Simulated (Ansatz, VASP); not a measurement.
**One calculation of KCl, two programs**

POSCAR

```
KCl
1.0
    0.0000000000      3.1464700000      3.1464700000
    3.1464700000      0.0000000000      3.1464700000
    3.1464700000      3.1464700000      0.0000000000
K Cl
1 1
Direct
    0.0000000000      0.0000000000      0.0000000000
    0.5000000000      0.5000000000      0.5000000000
```

Contents of INCAR.step1:

```
SYSTEM = KCl
PREC = Accurate ; ENCUT = 520
EDIFF = 1E-5 ; ISMEAR = 0
SIGMA = 0.01 ; LREAL = .FALSE.
LASPH = .TRUE. ; NELM = 100
ALGO = Normal ; ISIF = 2
LWAVE = .TRUE. ; LCHARG = .FALSE.
GGA = PE ; NBANDS = 15
```

File INCAR.step2:

```
SYSTEM = KCl
PREC = Accurate ; ENCUT = 520
EDIFF = 1E-6 ; ISMEAR = 0
SIGMA = 0.01 ; LREAL = .FALSE.
LASPH = .TRUE. ; NELM = 100
ALGO = Normal ; ISIF = 2
LWAVE = .FALSE. ; LCHARG = .FALSE.
GGA = PE ; LHFCALC = .TRUE.
HFSCREEN = 0.2079 ; PRECFOCK = Normal
ISTART = 1 ; NBANDS = 15
```

KPOINTS

```
Automatic mesh
0
G
  6 6 6
  0 0 0
```

Contents of input:

```
crystal:
  lattice:
    - [0.0, 3.14647, 3.14647]
    - [3.14647, 0.0, 3.14647]
    - [3.14647, 3.14647, 0.0]
  atoms:
    - { symbol: K, position: [0.0, 0.0, 0.0] }
    - { symbol: Cl, position: [0.5, 0.5, 0.5] }
kpoints:
  mp_grid: { grid: [6, 6, 6] }
  band_path:
    path:
      - [0.0, 0.0, 0.0]
      - [0.5, 0.0, 0.5]
      - [0.625, 0.25, 0.625]
      - [0.375, 0.375, 0.75]
      - [0.5, 0.5, 0.5]
      - [0.5, 0.25, 0.75]
    npoints: 1
hamiltonian:
  xc: hse06
scf:
  occupations: { method: fixed }
  n_extra_bands: 4
output:
  forces: true
  stress: true
  eigenvalues: true
  write_density: true
  write_potential: true
  elf: true
  volumetric_format: npy
```

Alike in both runs: functional HSE06; k mesh 6 × 6 × 6; no spin polarisation.

|  | VASP | Ansatz |
| --- | --- | --- |
| version | VASP 6.6.1 | Ansatz 0.2.0 |
| potentials or method | VASP PAW PBE potentials, release 64 (K_sv, Cl) | Ansatz PAW |
| plane-wave cutoff (eV) | 520 | 420 |
| occupations | gaussian, width 0.01 eV | fixed |
| valence electrons in the cell | 16 | 16 |
| task | single point | band structure |

|  | VASP | Ansatz | Ansatz less VASP |
| --- | --- | --- | --- |
| gap on the k mesh at the Fermi level (eV) | 6.50 | 6.50 | +0.004 |
| least direct gap on the mesh (eV) | 6.50 | 6.50 | +0.004 |
| pressure (GPa) | 0.5 | 0.5 | -0.03 |
